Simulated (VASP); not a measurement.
A run of VASP 6.6.1 is set up as follows.

INCAR

```
SYSTEM = MgO
  PREC = Accurate
  ENCUT = 520
  EDIFF = 1E-7
  ISMEAR = 0
  SIGMA = 0.05
  LREAL = .FALSE.
  LASPH = .TRUE.
  NELM = 60
  ALGO = Normal
  ISIF = 2
  LWAVE = .FALSE.
  LCHARG = .FALSE.
  GGA = PS
  NBANDS = 16
```

Contents of KPOINTS:

```
Automatic mesh
0
G
  9 9 6
  0 0 0
```

POSCAR

```
MgO
1.0
    3.3744722750      0.0000000000      0.0000000000
   -1.6872361375      2.9223787145      0.0000000000
    0.0000000000      0.0000000000      4.8589026287
Mg O
2 2
Direct
    0.6666666667      0.3333333333      0.7500000000
    0.3333333333      0.6666666667      0.2500000000
    0.6666666667      0.3333333333      0.2500000000
    0.3333333333      0.6666666667      0.7500000000
```

Potentials or basis: VASP PAW PBE potentials, release 64 (Mg, O).

Run with:

```sh
$ cat potpaw_PBE.64/Mg/POTCAR potpaw_PBE.64/O/POTCAR > POTCAR
$ mpirun -np 1 vasp_std > vasp.out
```

Problem. What does it give for the band gap on the k mesh?

Solution. 2.72 eV, direct.

Problem. What does it give for the pressure?

Solution. -3.2 GPa.

Stress tensor (GPa, compression positive):
```
  2.10   0.00   0.00
  0.00   2.10   0.00
  0.00   0.00 -13.89
```

Caveat: the PAW data sets were made with another functional, which shifts forces and pressure a little.
